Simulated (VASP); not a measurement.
Here is a VASP 6.6.1 calculation.

INCAR

```
PREC = Accurate ; ENCUT = 520
EDIFF = 1E-6 ; ISMEAR = 0
SIGMA = 0.1 ; LREAL = False
LASPH = True ; NELM = 100
ALGO = Normal ; ISIF = 2
LWAVE = False ; LCHARG = False
GGA = PE ; NBANDS = 18
```

KPOINTS

```
Automatic mesh
0
Gamma
  6 6 4
```

File POSCAR:

```
GaSi2
1.0
    3.2264893300      0.0000000000      0.0000000000
   -1.6132446600      2.7942217200      0.0000000000
    0.0000000000      0.0000000000      5.0861810100
Ga Si
1 2
Direct
    0.0000000000      0.0000000000      0.0000000000
    0.6666666700      0.3333333300      0.7249647000
    0.6666666700      0.3333333300      0.2750353000
```

Potentials or basis: VASP PAW PBE potentials, release 64 (Ga_d, Si).

Command:

```sh
$ cat potpaw_PBE.64/Ga_d/POTCAR potpaw_PBE.64/Si/POTCAR > POTCAR
$ mpirun -np 1 vasp_std > vasp.out
```

Q: Estimate the largest force.

A: 1.051 eV/Å.

Q: What does it give for the pressure?

A: 29.8 GPa.

Forces in eV/Å, atoms in the order of the input:
```
Ga   0.000  0.000  0.000
Si   0.000  0.000 -1.051
Si   0.000  0.000  1.051
```

Caveat: the k points lie up to 0.37 Å⁻¹ apart; forces of over 1 eV/Å act on the atoms, so gaps and moduli don't describe the material at rest.
